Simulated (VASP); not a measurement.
# Ti3N3O in VASP: a series of runs

Ti3N3O is run at these levels: PBE; tasks: single point, relaxation of the atoms.

All numbers are computed with VASP 6.6.1; they aren't measurements. Logs are shortened: lines on timing, memory, paths and dates and some standing lists are left out, and cuts for length are marked.

### Step 1. The cell of the first run

The cell holds a slab with vacuum, 7 atoms: a = 3.003 Å, b = 3.003 Å, c = 21.554 Å, α = 90.00°, β = 90.00°, γ = 120.00°.

### Step 2. Single point, PBE

INCAR reads:

```
  PREC = Accurate
  ENCUT = 520
  EDIFF = 1E-6
  ISMEAR = 0
  SIGMA = 0.1
  LREAL = F
  LASPH = T
  NELM = 120
  ALGO = Normal
  ISIF = 2
  LWAVE = F
  LCHARG = T
  LDIPOL = T
  IDIPOL = 3
  DIPOL = 0.5 0.5 0.358
  GGA = PE
  LELF = T
  LVHAR = T
  LVACPOTAV = T
  NBANDS = 38
  GGA_COMPAT = F
  NELMDL = -8
```

KPOINTS reads:

```
Automatic mesh
0
Gamma
  9 9 1
  0.5 0.5 0
```

POSCAR reads:

```
Ti3N3O
1.0
    3.0028555065      0.0000000000      0.0000000000
   -1.5014277533      2.6005491525      0.0000000000
    0.0000000000      0.0000000000     21.5541471922
N Ti O
3 3 1
Direct
    0.3333333333      0.6666666667      0.1855791354
    0.0000000000      0.0000000000      0.2993308525
    0.6666666667      0.3333333333      0.4147299352
    0.6666666667      0.3333333333      0.2424549940
    0.3333333333      0.6666666667      0.3575097830
    0.1412501373     -0.1412501373      0.4813990281
    0.8333333333      0.1666666667      0.5244536937
```

Potentials or basis: VASP PAW PBE potentials, release 64 (N, Ti_sv, O).

Started as:

```bash
$ cat potpaw_PBE.64/N/POTCAR potpaw_PBE.64/Ti_sv/POTCAR potpaw_PBE.64/O/POTCAR > POTCAR
$ mpirun -np 1 vasp_std > vasp.out
```

OUTCAR:

```text
PREC = Accurate
   ENCUT = 520
   EDIFF = 1E-6
   ISMEAR = 0
   LREAL = F
   LASPH = T
   NELM = 120
   ISIF = 2
   GGA = PE
   NELMDL = -8

 ion  position               nearest neighbor table
   1  0.333  0.667  0.186-   4 2.12   4 2.12   4 2.12
   2  0.000  0.000  0.299-   4 2.12   4 2.12   4 2.12   5 2.14   5 2.14   5 2.14
   3  0.667  0.333  0.415-   6 2.08   6 2.08   5 2.13   5 2.13   5 2.13
   4  0.667  0.333  0.242-   2 2.12   2 2.12   2 2.12   1 2.12   1 2.12   1 2.12
   5  0.333  0.667  0.358-   3 2.13   3 2.13   3 2.13   2 2.14   2 2.14   2 2.14   6 2.85
   6  0.141  0.859  0.481-   7 1.85   7 2.03   7 2.03   3 2.08   3 2.08   5 2.85
   7  0.833  0.167  0.524-   6 1.85   6 2.03   6 2.03

  LATTYP: Found a hexagonal cell.
 ALAT       =     3.0028555065
 C/A-ratio  =     7.1778835663

  Lattice vectors:

 A1 = (   3.0028555065,   0.0000000000,   0.0000000000)
 A2 = (  -1.5014277533,   2.6005491525,   0.0000000000)
 A3 = (   0.0000000000,   0.0000000000,  21.5541471922)

Analysis of symmetry for initial positions (statically):
=====================================================================
 Subroutine PRICEL returns:
 Original cell was already a primitive cell.

 Routine SETGRP: Setting up the symmetry group for a
 hexagonal supercell.

 Subroutine GETGRP returns: Found  2 space group operations
 (whereof  2 operations were pure point group operations)
 out of a pool of 24 trial point group operations.

The static configuration has the point symmetry C_1h.

Analysis of symmetry for dynamics (positions and initial velocities):
=====================================================================
 Subroutine PRICEL returns:
 Original cell was already a primitive cell.

 Routine SETGRP: Setting up the symmetry group for a
 hexagonal supercell.

 Subroutine GETGRP returns: Found  2 space group operations
 (whereof  2 operations were pure point group operations)
 out of a pool of 24 trial point group operations.

The dynamic configuration has the point symmetry C_1h.

 Subroutine INISYM returns: Found  2 space group operations
 (whereof  2 operations are pure point group operations),
 and found     1 'primitive' translations

----------------------------------------------------------------------------------------

                                     Primitive cell

  volume of cell :     168.3179

  direct lattice vectors                    reciprocal lattice vectors
     3.002855506  0.000000000  0.000000000     0.333016357  0.192267083  0.000000000
    -1.501427753  2.600549153  0.000000000     0.000000000  0.384534166  0.000000000
     0.000000000  0.000000000 21.554147192     0.000000000  0.000000000  0.046394784

  length of vectors
     3.002855506  3.002855507 21.554147192     0.384534166  0.384534166  0.046394784

  position of ions in fractional coordinates (direct lattice)
     0.333333333  0.666666667  0.185579135
     0.000000000  0.000000000  0.299330852
     0.666666667  0.333333333  0.414729935
     0.666666667  0.333333333  0.242454994
     0.333333333  0.666666667  0.357509783
     0.141250137  0.858749863  0.481399028
     0.833333333  0.166666667  0.524453694

  ion indices of the primitive-cell ions
   primitive index   ion index
                 1           1
                 2           2
                 3           3
                 4           4
                 5           5
                 6           6
                 7           7

----------------------------------------------------------------------------------------

 KPOINTS: Automatic mesh

Automatic generation of k-mesh.
 Grid dimensions read from file:
 generate k-points for:    9    9    1

 Generating k-lattice:

  Cartesian coordinates                     Fractional coordinates (reciprocal lattice)
     0.037001817  0.021363009  0.000000000     0.111111111  0.000000000  0.000000000
     0.000000000  0.042726018  0.000000000     0.000000000  0.111111111  0.000000000
     0.000000000  0.000000000  0.046394784     0.000000000  0.000000000  1.000000000

  Length of vectors
     0.042726018  0.042726018  0.046394784

  Shift w.r.t. Gamma in fractional coordinates (k-lattice)
     0.500000000  0.500000000  0.000000000

 Subroutine IBZKPT returns following result:
 ===========================================

 Found     66 irreducible k-points:

 Following reciprocal coordinates:
            Coordinates               Weight
  0.055556  0.055556  0.000000      2.000000
 -0.055556  0.111111  0.000000      4.000000
  0.166667  0.055556  0.000000      4.000000
 -0.055556  0.222222  0.000000      4.000000
 -0.222222  0.166667  0.000000      4.000000
  0.277778  0.055556  0.000000      4.000000
[... 16 lines left out ...]
  0.111111 -0.166667  0.000000      4.000000
 -0.055556  0.055556  0.000000      2.000000
 [... further k-points ...]
   k-points           NKPTS =     66   k-points in BZ     NKDIM =     66   number of bands    NBANDS=     38
   number of dos      NEDOS =    301   number of ions     NIONS =      7
   total plane-waves  NPLWV =  92160
   dimension x,y,z NGX =    24 NGY =   24 NGZ =  160
   dimension x,y,z NGXF=    48 NGYF=   48 NGZF=  320
   ions per type =               3   3   1
   NGX,Y,Z   is equivalent  to a cutoff of  13.29, 13.29, 12.34 a.u.
   NGXF,Y,Z  is equivalent  to a cutoff of  26.57, 26.57, 24.68 a.u.
 SYSTEM =  unknown system
   PREC   = accura    normal or accurate (medium, high low for compatibility)
   ISTART =      0    job   : 0-new  1-cont  2-samecut
   ICHARG =      2    charge: 1-file 2-atom 10-const
   ISPIN  =      1    spin polarized calculation?
   LNONCOLLINEAR =      F non collinear calculations
   LSORBIT =      F    spin-orbit coupling
   LASPH  =      T    aspherical Exc in radial PAW
   ENCUT  =  520.0 eV  38.22 Ry    6.18 a.u.   5.58  5.58 40.08*2*pi/ulx,y,z
   NELM   =    120;   NELMIN=  2; NELMDL= -8     # of ELM steps
   EDIFF  = 0.1E-05   stopping-criterion for ELM
   LREAL  =      F    real-space projection
   EDIFFG = 0.1E-04   stopping-criterion for IOM
   NSW    =      0    number of steps for IOM
   IBRION =     -1    ionic relax: 0-MD 1-quasi-New 2-CG
   NFREE  =      0    steps in history (QN), initial steepest desc. (CG)
   ISIF   =      2    stress and relaxation
   ISYM   =      2    0-nonsym 1-usesym 2-fastsym
   POTIM  = 0.5000    time-step for ionic-motion
   TEBEG  =    0.0;   TEEND  =   0.0 temperature during run
   PSTRESS=    0.0 pullay stress
   NELECT =      57.0000    total number of electrons
   NUPDOWN=      -1.0000    fix difference up-down
   EMIN   =  10.00;   EMAX   =-10.00  energy-range for DOS
   EFERMI =   0.00;   METHOD = LEGACY
   ISMEAR =     0;   SIGMA  =   0.10  broadening in eV -4-tet -1-fermi 0-gaus
   EFERMI_NEDOS =   21; number of points for ismear=-14 and -15
   IALGO  =     38    algorithm
   IMIX   =      4    mixing-type and parameters
     AMIX     =   0.40;   BMIX     =  1.00
     AMIX_MAG =   1.60;   BMIX_MAG =  1.00
  volume/ion in A,a.u.               =      24.05       162.27
  Fermi-wavevector in a.u.,A,eV,Ry     =   1.141098  2.156363 17.716214  1.302105
  Thomas-Fermi vector in A             =   2.277799
   LORBIT       =      0    0 simple, 1 ext, 2 COOP (PROOUT), +10 PAW based schemes
   GGA     = PE    functional components
   LHFCALC =     F    Hartree Fock is set to
   AEXX    =    0.0000 exact exchange contribution
   IVDW    =     0    specifies the selected vdW correction
   LEPSILON=     F    determine dielectric tensor
   LRPA    =     F    only Hartree local field effects (RPA)
 non-spin polarized calculation
 Gauss-broadening in eV      SIGMA  =   0.10
  energy-cutoff  :      520.00
  volume of cell :      168.32
 maximum number of plane-waves:      4601
   NGX = 11   NGY = 11   NGZ = 81

 dipolmoment           0.000000      0.000000      0.688713 electrons x Angstroem

 number of electron      57.0000013 magnetization

 dipolmoment           0.000000      0.000000     -0.123064 electrons x Angstroem

 Free energy of the ion-electron system (eV)
  ---------------------------------------------------
  ext. energy  EPLUGINS =         0.00000000
  ---------------------------------------------------
  free energy    TOTEN  =       -63.64859205 eV

  energy without entropy =      -63.62470131  energy(sigma->0) =      -63.63664668

 E-fermi :  -0.2547     XC(G=0):  -5.7365

 val. band max:       -0.2553066202   @ k =  -0.2778  -0.1111   0.0000
 cond. band min:      -0.2468739418   @ k =   0.2778   0.2778   0.0000
 fundamental gap:      0.0084326784
 Fermi energy:        -0.2546530769

 k-point     1 :       0.0556    0.0556    0.0000
  band No.  band energies     occupation
      1     -58.4157      2.00000
      2     -57.9168      2.00000
      3     -56.8259      2.00000
      4     -34.7638      2.00000
      5     -34.6085      2.00000
      6     -34.4162      2.00000
[... 30 lines left out ...]
     37       2.2585      0.00000
     38       2.6659      0.00000

 k-point     2 :      -0.0556    0.1111    0.0000
  band No.  band energies     occupation
      1     -58.4156      2.00000
      2     -57.9168      2.00000
      3     -56.8259      2.00000
      4     -34.7674      2.00000
      5     -34.6347      2.00000
      6     -34.3870      2.00000
[... 30 lines left out ...]
     37       2.3319      0.00000
     38       2.5691      0.00000

 k-point     3 :       0.1667    0.0556    0.0000
  band No.  band energies     occupation
      1     -58.3989      2.00000
      2     -57.9009      2.00000
      3     -56.8102      2.00000
      4     -34.7346      2.00000
      5     -34.6646      2.00000
      6     -34.5224      2.00000
[... 30 lines left out ...]
     37       2.6161      0.00000
[... 781 lines left out ...]
 k-point    23 :       0.1111   -0.1667    0.0000
  band No.  band energies     occupation
      1     -58.4084      2.00000
      2     -57.9100      2.00000
      3     -56.8192      2.00000
      4     -34.7667      2.00000
      5     -34.6833      2.00000
      6     -34.3977      2.00000
[... 30 lines left out ...]
     37       2.4504      0.00000
     38       2.6730      0.00000

 k-point    24 :      -0.0556    0.0556    0.0000
  band No.  band energies     occupation
      1     -58.4195      2.00000
      2     -57.9204      2.00000
      3     -56.8294      2.00000
      4     -34.7726      2.00000
      5     -34.6134      2.00000
      6     -34.3721      2.00000
[... 30 lines left out ...]
     37       2.2558      0.00000
     38       2.5136      0.00000

 [... further k-points ...]

------------------------ aborting loop because EDIFF is reached ----------------------------------------

  FORCE on cell =-STRESS in cart. coord.  units (eV):
  Direction    XX          YY          ZZ          XY          YZ          ZX
  --------------------------------------------------------------------------------------
  -------------------------------------------------------------------------------------
  Total        0.3175068     -2.3014546     -4.2880655     -2.2680871     -0.1034452      0.1791749
  in kB        3.0222704    -21.9069867    -40.8170529    -21.5893699     -0.9846698      1.7055225
  external PRESSURE =     -19.9005897 kB  Pullay stress =       0.0000000 kB

 VOLUME and BASIS-vectors are now :
 -----------------------------------------------------------------------------
  energy-cutoff  :      520.00
  volume of cell :      168.32
      direct lattice vectors                 reciprocal lattice vectors
     3.002855506  0.000000000  0.000000000     0.333016357  0.192267083  0.000000000
    -1.501427753  2.600549153  0.000000000     0.000000000  0.384534166  0.000000000
     0.000000000  0.000000000 21.554147192     0.000000000  0.000000000  0.046394784

 POSITION                                       TOTAL-FORCE (eV/Angst)
 -----------------------------------------------------------------------------------
     -0.00000      1.73370      4.00000         0.051365     -0.029655      4.279603
      0.00000      0.00000      6.45182         0.059661     -0.034445      1.440197
      1.50143      0.86685      8.93915         0.019253     -0.011116     -0.122682
      1.50143      0.86685      5.22591        -0.004092      0.002362     -5.411982
     -0.00000      1.73370      7.70582        -0.250402      0.144570     -0.229997
     -0.86520      2.23322     10.37615         0.039457     -0.022780     -0.012371
      2.25214      0.43342     11.30415         0.084758     -0.048935      0.057234
 -----------------------------------------------------------------------------------
    total drift:                                0.000141     -0.000081     -0.000537

  FREE ENERGIE OF THE ION-ELECTRON SYSTEM (eV)
  ---------------------------------------------------
  free  energy   TOTEN  =       -63.6485920547 eV

  energy  without entropy=      -63.6247013066  energy(sigma->0) =      -63.63664668

 vacuum level on the upper side and lower side of the slab         5.027         7.879
```

Wall time 32 min (1 thread of Intel Xeon 8259CL, shared host); peak memory 0.53 GiB.

Results:

```yaml
Free_energy: -63.6486 eV
Largest_force: 5.412 eV/Å
Band_gap_on_the_k_mesh: zero (an odd number of electrons rules out a gap without spin polarisation)
```

Forces on the atoms (eV/Å):
```
N    0.051 -0.030  4.280
N    0.060 -0.034  1.440
N    0.019 -0.011 -0.123
Ti  -0.004  0.002 -5.412
Ti  -0.250  0.145 -0.230
Ti   0.039 -0.023 -0.012
O    0.085 -0.049  0.057
```

Levels at points of the mesh, in eV from the Fermi level:
```tsv
k point	band 25	band 26	band 27	band 28	band 29	band 30	band 31	band 32
(0.50, 0.50, 0.00)	-3.16	-2.23	-1.65	-0.45	-0.33	0.70	1.59	1.85
(0.50, 0.00, 0.00)	-2.81	-2.08	-1.46	-0.32	-0.13	0.80	1.37	1.78
```

Caveat: an odd number of electrons without spin polarisation forces a metal; a magnetic or distorted state may lie lower.

### Step 3. Relaxation of the atoms, PBE

INCAR reads:

```
PREC     = Accurate       # precision mode
ENCUT    = 520            # plane-wave cutoff, eV
EDIFF    = 1E-6           # SCF threshold, eV
ISMEAR   = 0              # smearing method
SIGMA    = 0.1            # smearing width, eV
LREAL    = False          # projectors in reciprocal space
LASPH    = True           # aspherical terms in the spheres
NELM     = 100            # most SCF steps
ALGO     = Fast           # electronic algorithm
ISIF     = 2              # what is computed and relaxed
LWAVE    = False          # write WAVECAR
LCHARG   = False          # write CHGCAR
LDIPOL   = True         
IDIPOL   = 3            
DIPOL    = 0.5 0.5 0.355
GGA      = PE             # functional
IBRION   = 2              # ionic algorithm
NSW      = 50             # ionic steps
EDIFFG   = -0.025         # ionic threshold
```

KPOINTS reads:

```
Automatic mesh
0
Gamma
  9 9 1
```

POSCAR reads:

```
Ti3N3O
1.0
    3.0028555065      0.0000000000      0.0000000000
   -1.5014277533      2.6005491526      0.0000000000
    0.0000000000      0.0000000000     21.5541471922
N Ti O
3 3 1
Selective dynamics
Direct
    0.3333333333      0.6666666667      0.1855791354  F F F
    0.0000000000      0.0000000000      0.2993308525  F F F
    0.6666666667      0.3333333333      0.4147299352  F F F
    0.6666666667      0.3333333333      0.2424549940  F F F
    0.3333333333      0.6666666667      0.3575097830  F F F
    0.0000000000      0.0000000000      0.4664599858  T T T
    0.0000000000      0.5000000000      0.5221337264  F F T
```

Potentials or basis: VASP PAW PBE potentials, release 64 (N, Ti_sv, O).

Started as:

```bash
$ cat potpaw_PBE.64/N/POTCAR potpaw_PBE.64/Ti_sv/POTCAR potpaw_PBE.64/O/POTCAR > POTCAR
$ mpirun -np 1 vasp_std > vasp.out
```

Wall time 30 min (1 thread of Oxide Virtual Turin-like, shared host); peak memory 0.35 GiB.

The run converged. Its results:

```yaml
Free_energy: -63.5922 eV
Energy_gained_by_relaxing: 53.9 meV/atom
Ionic_steps: 17
Band_gap_on_the_k_mesh: zero (an odd number of electrons rules out a gap without spin polarisation)
```

The path:
| step | energy change (eV) | largest force on free atoms (eV/Å) | pressure (GPa) |
| --- | --- | --- | --- |
| 1 | 0.0000 | 3.7870 | -1.02 |
| 2 | -0.1096 | 2.9753 | 0.52 |
| 3 | -0.2310 | 1.0322 | -0.40 |
| 4 | -0.2946 | 0.6714 | -1.02 |
| 5 | -0.3608 | 0.4452 | -2.39 |
| 6 | -0.3668 | 0.6767 | -2.08 |
| 7 | -0.3694 | 0.3839 | -2.20 |
| 8 | -0.3757 | 0.1557 | -2.15 |
| 9 | -0.3766 | 0.0663 | -2.12 |
| 10 | -0.3766 | 0.0683 | -2.12 |
| 11 | -0.3768 | 0.0639 | -2.05 |
| 12 | -0.3768 | 0.0698 | -2.04 |
| 13 | -0.3769 | 0.0251 | -2.01 |
| 14 | -0.3770 | 0.0287 | -2.02 |
| 15 | -0.3770 | 0.0258 | -2.01 |
| 16 | -0.3770 | 0.0271 | -2.02 |
| 17 | -0.3770 | 0.0189 | -2.01 |

Final structure:
```cif
data_structure
_symmetry_space_group_name_H-M 'P 1'
_symmetry_Int_Tables_number 1
_cell_length_a 3.0029
_cell_length_b 3.0029
_cell_length_c 21.5541
_cell_angle_alpha 90.000
_cell_angle_beta 90.000
_cell_angle_gamma 120.000
_cell_volume 168.32
loop_
_atom_site_label
_atom_site_type_symbol
_atom_site_fract_x
_atom_site_fract_y
_atom_site_fract_z
_atom_site_occupancy
N1 N 0.33333 0.66667 0.18558 1
N2 N 0.00000 0.00000 0.29933 1
N3 N 0.66667 0.33333 0.41473 1
Ti1 Ti 0.66667 0.33333 0.24246 1
Ti2 Ti 0.33333 0.66667 0.35751 1
Ti3 Ti 0.08358 0.04179 0.47643 1
O1 O 0.00000 0.50000 0.52592 1
```

Levels at points of the mesh, in eV from the Fermi level:
| k point | band 25 | band 26 | band 27 | band 28 | band 29 | band 30 | band 31 | band 32 | band 33 | band 34 |
| --- | --- | --- | --- | --- | --- | --- | --- | --- | --- | --- |
| (0.00, 0.00, 0.00) | -2.58 | -1.11 | -0.38 | -0.18 | -0.10 | 0.45 | 0.51 | 0.90 | 1.21 | 1.71 |

Caveat: an odd number of electrons without spin polarisation forces a metal; a magnetic or distorted state may lie lower.
